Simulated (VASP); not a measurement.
# AlN (Fm-3m) in VASP: notebook, part 2 of 2

VASP 6.6.1. The steps go on from the part before.

## Step 4: Single point, PBE (strain +4.0%)

File INCAR:

```
SYSTEM = AlN
PREC     = Accurate       ! precision mode
ENCUT    = 520            ! plane-wave cutoff, eV
EDIFF    = 1E-6           ! SCF threshold, eV
ISMEAR   = 0              ! smearing method
SIGMA    = 0.01           ! smearing width, eV
LREAL    = .FALSE.        ! projectors in reciprocal space
LASPH    = .TRUE.         ! aspherical terms in the spheres
NELM     = 100            ! most SCF steps
ALGO     = Normal         ! electronic algorithm
ISIF     = 2              ! what is computed and relaxed
LWAVE    = .FALSE.        ! write WAVECAR
LCHARG   = .FALSE.        ! write CHGCAR
GGA      = PE             ! functional
NBANDS   = 11             ! bands
```

File KPOINTS:

```
Automatic mesh
0
G
  6 6 6
  0 0 0
```

File POSCAR:

```
AlN
1.0
    0.0000000000      2.0996231902      2.0996231902
    2.0996231902      0.0000000000      2.0996231902
    2.0996231902      2.0996231902      0.0000000000
Al N
1 1
Direct
    0.0000000000      0.0000000000      0.0000000000
    0.5000000000      0.5000000000      0.5000000000
```

Potentials or basis: VASP PAW PBE potentials, release 64 (Al, N).

Started as:

```bash
$ cat potpaw_PBE.64/Al/POTCAR potpaw_PBE.64/N/POTCAR > POTCAR
$ mpirun -np 1 vasp_std > vasp.out
```

OUTCAR:

```text
SYSTEM = AlN
   PREC = Accurate
   ENCUT = 520
   EDIFF = 1E-6
   ISMEAR = 0
   LREAL = .FALSE.
   LASPH = .TRUE.
   NELM = 100
   ISIF = 2
   GGA = PE

 ion  position               nearest neighbor table
   1  0.000  0.000  0.000-   2 2.10   2 2.10   2 2.10   2 2.10   2 2.10   2 2.10
   2  0.500  0.500  0.500-   1 2.10   1 2.10   1 2.10   1 2.10   1 2.10   1 2.10

  LATTYP: Found a face centered cubic cell.
 ALAT       =     4.1992463804

  Lattice vectors:

 A1 = (   0.0000000000,   2.0996231902,   2.0996231902)
 A2 = (   2.0996231902,   0.0000000000,   2.0996231902)
 A3 = (   2.0996231902,   2.0996231902,   0.0000000000)

Analysis of symmetry for initial positions (statically):
=====================================================================
 Subroutine PRICEL returns:
 Original cell was already a primitive cell.

 Routine SETGRP: Setting up the symmetry group for a
 face centered cubic supercell.

 Subroutine GETGRP returns: Found 48 space group operations
 (whereof 48 operations were pure point group operations)
 out of a pool of 48 trial point group operations.

The static configuration has the point symmetry O_h .

Analysis of symmetry for dynamics (positions and initial velocities):
=====================================================================
 Subroutine PRICEL returns:
 Original cell was already a primitive cell.

 Routine SETGRP: Setting up the symmetry group for a
 face centered cubic supercell.

 Subroutine GETGRP returns: Found 48 space group operations
 (whereof 48 operations were pure point group operations)
 out of a pool of 48 trial point group operations.

The dynamic configuration has the point symmetry O_h .

 Subroutine INISYM returns: Found 48 space group operations
 (whereof 48 operations are pure point group operations),
 and found     1 'primitive' translations

----------------------------------------------------------------------------------------

                                     Primitive cell

  volume of cell :      18.5120

  direct lattice vectors                    reciprocal lattice vectors
     0.000000000  2.099623190  2.099623190    -0.238137968  0.238137968  0.238137968
     2.099623190  0.000000000  2.099623190     0.238137968 -0.238137968  0.238137968
     2.099623190  2.099623190  0.000000000     0.238137968  0.238137968 -0.238137968

  length of vectors
     2.969315591  2.969315591  2.969315591     0.412467060  0.412467060  0.412467060

  position of ions in fractional coordinates (direct lattice)
     0.000000000  0.000000000  0.000000000
     0.500000000  0.500000000  0.500000000

  ion indices of the primitive-cell ions
   primitive index   ion index
                 1           1
                 2           2

----------------------------------------------------------------------------------------

 KPOINTS: Automatic mesh

Automatic generation of k-mesh.
 Grid dimensions read from file:
 generate k-points for:    6    6    6

 Generating k-lattice:

  Cartesian coordinates                     Fractional coordinates (reciprocal lattice)
    -0.039689661  0.039689661  0.039689661     0.166666667  0.000000000  0.000000000
     0.039689661 -0.039689661  0.039689661     0.000000000  0.166666667  0.000000000
     0.039689661  0.039689661 -0.039689661     0.000000000  0.000000000  0.166666667

  Length of vectors
     0.068744510  0.068744510  0.068744510

  Shift w.r.t. Gamma in fractional coordinates (k-lattice)
     0.000000000  0.000000000  0.000000000

 Subroutine IBZKPT returns following result:
 ===========================================

 Found     16 irreducible k-points:

 Following reciprocal coordinates:
            Coordinates               Weight
  0.000000  0.000000  0.000000      1.000000
  0.166667  0.000000  0.000000      8.000000
  0.333333  0.000000  0.000000      8.000000
  0.500000  0.000000  0.000000      4.000000
  0.166667  0.166667  0.000000      6.000000
  0.333333  0.166667  0.000000     24.000000
[... 8 lines left out ...]
 -0.333333  0.333333  0.166667     24.000000
 -0.333333  0.500000  0.166667     12.000000
   k-points           NKPTS =     16   k-points in BZ     NKDIM =     16   number of bands    NBANDS=     11
   number of dos      NEDOS =    301   number of ions     NIONS =      2
   total plane-waves  NPLWV =  13824
   dimension x,y,z NGX =    24 NGY =   24 NGZ =   24
   dimension x,y,z NGXF=    48 NGYF=   48 NGZF=   48
   ions per type =               1   1
   NGX,Y,Z   is equivalent  to a cutoff of  13.44, 13.44, 13.44 a.u.
   NGXF,Y,Z  is equivalent  to a cutoff of  26.87, 26.87, 26.87 a.u.
 SYSTEM =  AlN
   PREC   = accura    normal or accurate (medium, high low for compatibility)
   ISTART =      0    job   : 0-new  1-cont  2-samecut
   ICHARG =      2    charge: 1-file 2-atom 10-const
   ISPIN  =      1    spin polarized calculation?
   LNONCOLLINEAR =      F non collinear calculations
   LSORBIT =      F    spin-orbit coupling
   LASPH  =      T    aspherical Exc in radial PAW
   ENCUT  =  520.0 eV  38.22 Ry    6.18 a.u.   5.52  5.52  5.52*2*pi/ulx,y,z
   NELM   =    100;   NELMIN=  2; NELMDL= -5     # of ELM steps
   EDIFF  = 0.1E-05   stopping-criterion for ELM
   LREAL  =      F    real-space projection
[... 7 lines left out ...]
   TEBEG  =    0.0;   TEEND  =   0.0 temperature during run
   PSTRESS=    0.0 pullay stress
   NELECT =       8.0000    total number of electrons
   NUPDOWN=      -1.0000    fix difference up-down
   EMIN   =  10.00;   EMAX   =-10.00  energy-range for DOS
   EFERMI =   0.00;   METHOD = LEGACY
   ISMEAR =     0;   SIGMA  =   0.01  broadening in eV -4-tet -1-fermi 0-gaus
   EFERMI_NEDOS =   21; number of points for ismear=-14 and -15
   IALGO  =     38    algorithm
   IMIX   =      4    mixing-type and parameters
     AMIX     =   0.40;   BMIX     =  1.00
     AMIX_MAG =   1.60;   BMIX_MAG =  1.00
  volume/ion in A,a.u.               =       9.26        62.46
  Fermi-wavevector in a.u.,A,eV,Ry     =   1.237714  2.338939 20.843238  1.531935
  Thomas-Fermi vector in A             =   2.372269
   LORBIT       =      0    0 simple, 1 ext, 2 COOP (PROOUT), +10 PAW based schemes
   GGA     = PE    functional components
   LHFCALC =     F    Hartree Fock is set to
   AEXX    =    0.0000 exact exchange contribution
   IVDW    =     0    specifies the selected vdW correction
   LEPSILON=     F    determine dielectric tensor
   LRPA    =     F    only Hartree local field effects (RPA)
 non-spin polarized calculation
 Gauss-broadening in eV      SIGMA  =   0.01
  energy-cutoff  :      520.00
  volume of cell :       18.51
 maximum number of plane-waves:       531
 NGX is ok and might be reduce to    24
   NGX = 11   NGY = 11   NGZ = 11

 number of electron       8.0000001 magnetization

 Free energy of the ion-electron system (eV)
  ---------------------------------------------------
  ext. energy  EPLUGINS =         0.00000000
  ---------------------------------------------------
  free energy    TOTEN  =       -14.43057406 eV

  energy without entropy =      -14.43057406  energy(sigma->0) =      -14.43057406

 E-fermi :   8.6353     XC(G=0): -11.7639

 val. band max:        8.5643278194   @ k =   0.0000   0.0000   0.0000
 cond. band min:      12.1231590977   @ k =   0.5000   0.5000   0.0000
 fundamental gap:      3.5588312783
 Fermi energy:         8.6353231321

 k-point     1 :       0.0000    0.0000    0.0000
  band No.  band energies     occupation
      1      -8.0063      2.00000
      2       8.5643      2.00000
      3       8.5643      2.00000
      4       8.5643      2.00000
      5      12.6947      0.00000
      6      20.3525      0.00000
      7      20.3525      0.00000
      8      20.3525      0.00000
      9      25.1979      0.00000
     10      25.5237      0.00000
     11      25.5239      0.00000
[... 197 lines left out ...]
 k-point    16 :      -0.3333    0.5000    0.1667
  band No.  band energies     occupation
      1      -4.2571      2.00000
      2       2.6181      2.00000
      3       4.5160      2.00000
      4       5.1678      2.00000
      5      14.4076      0.00000
      6      16.6308      0.00000
      7      20.1824      0.00000
      8      20.8132      0.00000
      9      24.9321      0.00000
     10      28.7362      0.00000
     11      31.6305      0.00000

------------------------ aborting loop because EDIFF is reached ----------------------------------------

  FORCE on cell =-STRESS in cart. coord.  units (eV):
  Direction    XX          YY          ZZ          XY          YZ          ZX
  --------------------------------------------------------------------------------------
  -------------------------------------------------------------------------------------
  Total       -2.2770915     -2.2770915     -2.2770915      0.0000000      0.0000000      0.0000000
  in kB     -197.0774765   -197.0774765   -197.0774765      0.0000000      0.0000000      0.0000000
  external PRESSURE =    -197.0774765 kB  Pullay stress =       0.0000000 kB

 VOLUME and BASIS-vectors are now :
 -----------------------------------------------------------------------------
  energy-cutoff  :      520.00
  volume of cell :       18.51
      direct lattice vectors                 reciprocal lattice vectors
     0.000000000  2.099623190  2.099623190    -0.238137968  0.238137968  0.238137968
     2.099623190  0.000000000  2.099623190     0.238137968 -0.238137968  0.238137968
     2.099623190  2.099623190  0.000000000     0.238137968  0.238137968 -0.238137968

 POSITION                                       TOTAL-FORCE (eV/Angst)
 -----------------------------------------------------------------------------------
      0.00000      0.00000      0.00000         0.000000      0.000000      0.000000
      2.09962      2.09962      2.09962        -0.000000     -0.000000      0.000000
 -----------------------------------------------------------------------------------
    total drift:                               -0.000000     -0.000000      0.000000

  FREE ENERGIE OF THE ION-ELECTRON SYSTEM (eV)
  ---------------------------------------------------
  free  energy   TOTEN  =       -14.4305740577 eV

  energy  without entropy=      -14.4305740577  energy(sigma->0) =      -14.43057406
```

Wall time 4 s (1 thread of Intel Xeon Platinum 8488C (Sapphire Rapids), shared host); peak memory 0.13 GiB.

Results:

| Quantity | Value |
| --- | --- |
| Free energy | -14.4306 eV |
| Pressure | -19.7 GPa |
| Band gap on the k mesh | 3.56 eV (least direct gap 4.13 eV) |

Levels at points of the mesh, in eV from the valence-band top:
```
           k point  band 1  band 2  band 3  band 4  band 5  band 6  band 7  band 8
(0.00, 0.00, 0.00)  -16.57    0.00    0.00    0.00    4.13   11.79   11.79   11.79
(0.50, 0.00, 0.00)  -13.75   -7.62   -0.88   -0.88    5.43   10.10   10.10   11.61
(0.50, 0.50, 0.00)  -12.92   -6.65   -2.52   -2.52    3.56    5.46   12.71   15.53
```

Caveat: the k points lie up to 0.43 Å⁻¹ apart; the cell differs from its parent crystal (strain +4.0%); the structure was generated, so it needn't be the stable form of AlN. A k mesh can miss the band edges.

## Step 5: Single point, HSE06 (strain -4.0%)

File POSCAR:

```
AlN
1.0
    0.0000000000      1.9381137141      1.9381137141
    1.9381137141      0.0000000000      1.9381137141
    1.9381137141      1.9381137141      0.0000000000
Al N
1 1
Direct
    0.0000000000      0.0000000000      0.0000000000
    0.5000000000      0.5000000000      0.5000000000
```

File INCAR.step1:

```
SYSTEM = AlN
PREC     = Accurate       ! precision mode
ENCUT    = 520            ! plane-wave cutoff, eV
EDIFF    = 1E-5           ! SCF threshold, eV
ISMEAR   = 0              ! smearing method
SIGMA    = 0.01           ! smearing width, eV
LREAL    = .FALSE.        ! projectors in reciprocal space
LASPH    = .TRUE.         ! aspherical terms in the spheres
NELM     = 60             ! most SCF steps
ALGO     = Normal         ! electronic algorithm
ISIF     = 2              ! what is computed and relaxed
LWAVE    = .TRUE.         ! write WAVECAR
LCHARG   = .FALSE.        ! write CHGCAR
NBANDS   = 11             ! bands
GGA      = PE             ! functional
```

File INCAR.step2:

```
SYSTEM = AlN
PREC     = Accurate       ! precision mode
ENCUT    = 520            ! plane-wave cutoff, eV
EDIFF    = 1E-6           ! SCF threshold, eV
ISMEAR   = 0              ! smearing method
SIGMA    = 0.01           ! smearing width, eV
LREAL    = .FALSE.        ! projectors in reciprocal space
LASPH    = .TRUE.         ! aspherical terms in the spheres
NELM     = 60             ! most SCF steps
ALGO     = Normal         ! electronic algorithm
ISIF     = 2              ! what is computed and relaxed
LWAVE    = .FALSE.        ! write WAVECAR
LCHARG   = .FALSE.        ! write CHGCAR
GGA      = PE             ! functional
LHFCALC  = .TRUE.         ! exact exchange
HFSCREEN = 0.2079         ! screening, 1/A
PRECFOCK = Normal       
NBANDS   = 11             ! bands
ISTART   = 1
```

File KPOINTS:

```
Automatic mesh
0
G
  8 8 8
  0 0 0
```

Started as:

```bash
$ cat potpaw_PBE.64/Al/POTCAR potpaw_PBE.64/N/POTCAR > POTCAR
$ cp INCAR.step1 INCAR
$ mpirun -np 1 vasp_std > vasp.out
$ cp INCAR.step2 INCAR
$ mpirun -np 1 vasp_std > vasp.out
```

Wall time 7.4 min (1 thread of Intel Xeon Platinum 8488C (Sapphire Rapids), shared host); peak memory 0.23 GiB.

The run converged. Its results:

```
Free energy            : -16.9200 eV
Pressure               : 41.3 GPa
Band gap on the k mesh : 6.42 eV (least direct gap 9.31 eV)
```

Levels at points of the mesh, in eV from the valence-band top:
```
           k point  band 1  band 2  band 3  band 4  band 5  band 6  band 7  band 8  band 9
(0.00, 0.00, 0.00)  -20.48    0.00    0.00    0.00    9.31   14.28   14.28   14.28   19.84
(0.50, 0.00, 0.00)  -16.45   -9.91   -1.43   -1.43    8.45   13.74   13.74   17.53   19.71
(0.50, 0.50, 0.00)  -15.20   -8.96   -3.41   -3.41    6.42    7.37   17.98   21.71   21.71
```

Caveat: the cell differs from its parent crystal (strain -4.0%); the cell stands under pressure; the structure was generated, so it needn't be the stable form of AlN; the PAW data sets were made with another functional, which shifts forces and pressure a little. A k mesh can miss the band edges.

## Step 6: The runs side by side

```tsv
level	cell	k mesh	grid for exact exchange (PRECFOCK)	share of exact exchange	screening parameter	gap on the mesh (eV)	pressure (GPa)
PBE	a = 2.912 Å, angles 60.0°, 2 atoms	6 × 6 × 6	-	-	-	4.08	-8.5
PBE	a = 2.941 Å, angles 60.0°, 2 atoms	6 × 6 × 6	-	-	-	3.81	-14.5
PBE	a = 2.969 Å, angles 60.0°, 2 atoms	6 × 6 × 6	-	-	-	3.56	-19.7
HSE06	a = 2.741 Å, angles 60.0°, 2 atoms	8 × 8 × 8	Normal	0.25	0.2079 1/Å	6.42	41.3
```

Alike in all rows: task single point; potentials or basis VASP PAW PBE potentials, release 64 (Al, N); no spin polarisation; cutoff (eV) 520; smearing gaussian 0.01 eV.

Caveats: some runs use coarse meshes; the structure was generated, so it needn't be the stable form of AlN; the cell stands under pressure (at least some runs); the PAW data sets were made with another functional, which shifts forces and pressure a little (at least some runs).

Absolute energies hang on the potentials; compare differences alone.
